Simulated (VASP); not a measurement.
A run of VASP 6.6.1:

POSCAR

```
GaAs
1.0
    0.0000000000      2.8268500000      2.8268500000
    2.8268500000      0.0000000000      2.8268500000
    2.8268500000      2.8268500000      0.0000000000
Ga As
1 1
Direct
    0.0000000000      0.0000000000      0.0000000000
    0.2500000000      0.2500000000      0.2500000000
```

The input INCAR.step1:

```
SYSTEM = GaAs
PREC     = Accurate       ! precision mode
ENCUT    = 520            ! plane-wave cutoff, eV
ISMEAR   = -1             ! smearing method
SIGMA    = 0.05           ! smearing width, eV
LREAL    = .FALSE.        ! projectors in reciprocal space
LASPH    = .TRUE.         ! aspherical terms in the spheres
NELM     = 80             ! most SCF steps
NBANDS   = 16             ! bands
GGA      = PE             ! functional
ALGO     = Normal         ! electronic algorithm
EDIFF    = 1E-4           ! SCF threshold, eV
LWAVE    = .TRUE.         ! write WAVECAR
LCHARG   = .FALSE.        ! write CHGCAR
```

The input INCAR.step2:

```
SYSTEM = GaAs
PREC     = Accurate       ! precision mode
ENCUT    = 520            ! plane-wave cutoff, eV
EDIFF    = 1E-7           ! SCF threshold, eV
ISMEAR   = -1             ! smearing method
SIGMA    = 0.05           ! smearing width, eV
LREAL    = .FALSE.        ! projectors in reciprocal space
LASPH    = .TRUE.         ! aspherical terms in the spheres
NELM     = 80             ! most SCF steps
ALGO     = Normal         ! electronic algorithm
ISIF     = 2              ! what is computed and relaxed
LWAVE    = .FALSE.        ! write WAVECAR
LCHARG   = .TRUE.         ! write CHGCAR
METAGGA  = R2SCAN         ! meta-GGA
LMIXTAU  = .TRUE.       
LELF     = .TRUE.         ! ELF
LVHAR    = .TRUE.       
NBANDS   = 16             ! bands
ISTART   = 1
```

The input KPOINTS:

```
regular mesh
0
G
  6 6 6
  0 0 0
```

Potentials or basis: VASP PAW PBE potentials, release 64 (Ga_d, As).

Command:

```bash
$ cat potpaw_PBE.64/Ga_d/POTCAR potpaw_PBE.64/As/POTCAR > POTCAR
$ cp INCAR.step1 INCAR
$ mpirun -np 1 vasp_std > vasp.out
$ cp INCAR.step2 INCAR
$ mpirun -np 1 vasp_std > vasp.out
```

Hardware: 1 thread of AMD EPYC 7R13, on a shared host.

Q: How long does it take, and how much memory?

A: Wall time 2.3 min on 1 thread of AMD EPYC 7R13, on a shared host, peak memory 0.14 GiB. Counts: k points 16.
